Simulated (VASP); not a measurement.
Wanted: the native input for a VASP 6.6.1 run.

```yaml
Task: single point
Functional: PBEsol
Potentials_or_basis: VASP PAW PBE potentials, release 64 (V_sv, Si)
Cutoff: 520 eV
k_mesh: 3 × 3 × 3
Occupations: gaussian, width 0.05 eV
Spin: collinear spin, ferromagnetic start
Starting_moments: "[5.0, 0.0, 0.0, 0.0, 0.0, 0.0, 0.0, 0.0, 0.0, 0.0, 0.0, 0.0, 0.0, 0.0, 0.0, 0.0, 0.0] μB"
Hubbard_terms: V d U = 3.0 eV
Dipole_correction: no
Further_INCAR_settings: LREAL = Auto; ALGO = Normal; EDIFF = 1e-06; NBANDS = 56
```

The structure of VSi16 lies in POSCAR:

```
VSi16
1.0
    0.0000000000      5.4370000000      5.4370000000
    5.4370000000      0.0000000000      5.4370000000
    5.4370000000      5.4370000000      0.0000000000
V Si
1 16
Direct
    0.2500000000      0.2500000000      0.2500000000
    0.0000000000      0.0000000000      0.0000000000
   -0.0017245714     -0.0017245714      0.5017245714
   -0.0017245714      0.5017245714     -0.0017245714
   -0.0017245714      0.5017245714      0.5017245714
    0.5017245714     -0.0017245714     -0.0017245714
    0.5017245714     -0.0017245714      0.5017245714
    0.5017245714      0.5017245714     -0.0017245714
    0.5000000000      0.5000000000      0.5000000000
    0.1202329609      0.1202329609      0.1202329609
    0.1202329609      0.1202329609      0.6393011174
    0.1202329609      0.6393011174      0.1202329609
    0.1280489191      0.6239836936      0.6239836936
    0.6393011174      0.1202329609      0.1202329609
    0.6239836936      0.1280489191      0.6239836936
    0.6239836936      0.6239836936      0.1280489191
    0.6239836936      0.6239836936      0.6239836936
```

These files were run (other wordings do the same):

INCAR

```
SYSTEM = VSi16
PREC     = Accurate       ! precision mode
ENCUT    = 520            ! plane-wave cutoff, eV
EDIFF    = 1E-6           ! SCF threshold, eV
ISMEAR   = 0              ! smearing method
SIGMA    = 0.05           ! smearing width, eV
LREAL    = Auto         
LASPH    = .TRUE.         ! aspherical terms in the spheres
NELM     = 150            ! most SCF steps
ALGO     = Normal         ! electronic algorithm
ISIF     = 2              ! what is computed and relaxed
LWAVE    = .FALSE.        ! write WAVECAR
LCHARG   = .FALSE.        ! write CHGCAR
ISPIN    = 2              ! spin polarisation
MAGMOM   = 5 0 0 0 0 0 0 0 0 0 0 0 0 0 0 0 0 ! initial moments
LORBIT   = 11             ! projections on sites
LMAXMIX  = 4              ! l up to which the mixer works
LDAU     = .TRUE.         ! DFT+U
LDAUTYPE = 2            
LDAUL    = 2 -1           ! shell
LDAUU    = 3 0            ! U, eV
LDAUJ    = 0 0          
LDAUPRINT= 1            
GGA      = PS             ! functional
NBANDS   = 56             ! bands
```

KPOINTS

```
regular mesh
0
G
  3 3 3
  0 0 0
```

Potentials or basis: VASP PAW PBE potentials, release 64 (V_sv, Si).

Run with:

```sh
$ cat potpaw_PBE.64/V_sv/POTCAR potpaw_PBE.64/Si/POTCAR > POTCAR
$ mpirun -np 1 vasp_std > vasp.out
```

Results of the run:

```
Pressure                                              : 1.5 GPa
Largest force                                         : 0.080 eV/Å
Net moment                                            : 3.74 μB per cell
Site moments                                          : V +2.52; Si +0.01, +0.00, -0.00 (each value once) μB
Valence electrons inside the program's atomic spheres : V 11.69; Si 1.72, 1.67, 1.70, 1.68 (each value once)
```

Caveat: the PAW data sets were made with another functional, which shifts forces and pressure a little; the U is typed as a test and isn't derived for this compound.

It took 3.6 min on 1 thread of Intel(R) Xeon(R) 6975P-C (Granite Rapids), on a shared host, peak memory 0.66 GiB.
